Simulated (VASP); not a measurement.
A run of VASP 6.6.1 is set up as follows.

INCAR

```
SYSTEM = Rh
PREC     = Accurate       ! precision mode
ENCUT    = 620            ! plane-wave cutoff, eV
EDIFF    = 1E-7           ! SCF threshold, eV
ISMEAR   = 0              ! smearing method
SIGMA    = 0.1            ! smearing width, eV
LREAL    = .False.        ! projectors in reciprocal space
LASPH    = .True.         ! aspherical terms in the spheres
NELM     = 120            ! most SCF steps
ALGO     = Normal         ! electronic algorithm
ISIF     = 3              ! what is computed and relaxed
LWAVE    = .False.        ! write WAVECAR
LCHARG   = .False.        ! write CHGCAR
GGA      = PE             ! functional
IBRION   = 2              ! ionic algorithm
NSW      = 90             ! ionic steps
EDIFFG   = -0.04          ! ionic threshold
GGA_COMPAT= .False.      
NELMIN   = 4
```

Contents of KPOINTS:

```
Automatic mesh
0
Gamma
  6 6 14
  0 0 0
```

File POSCAR:

```
Rh
1.0
    1.8534006800     -2.1269691500      0.0000000000
    1.8534006800      2.1269691500      0.0000000000
    0.0000000000      0.0000000000      1.2430289600
Rh
1
Direct
    0.5000000000      0.5000000000      0.0000000000
```

Potentials or basis: VASP PAW PBE potentials, release 64 (Rh_sv_GW).

The run is started by

```bash
$ cat potpaw_PBE.64/Rh_sv_GW/POTCAR > POTCAR
$ mpirun -np 1 vasp_std > vasp.out
```

Q: Estimate the relaxed volume.

A: 14.06 Å³/atom.

Q: Predict the space group after relaxing (to 0.1 Å).

A: Cmmm (No. 65).

Stress tensor (GPa, compression positive):
```
-0.27  0.00  0.00
 0.00 -0.20  0.00
 0.00  0.00 -0.06
```

Caveat: the k points lie up to 0.43 Å⁻¹ apart in the final cell, too coarse for converged energies and pressures of a metal; the volume moved by over 15 % at a fixed basis, so the end points are rough.
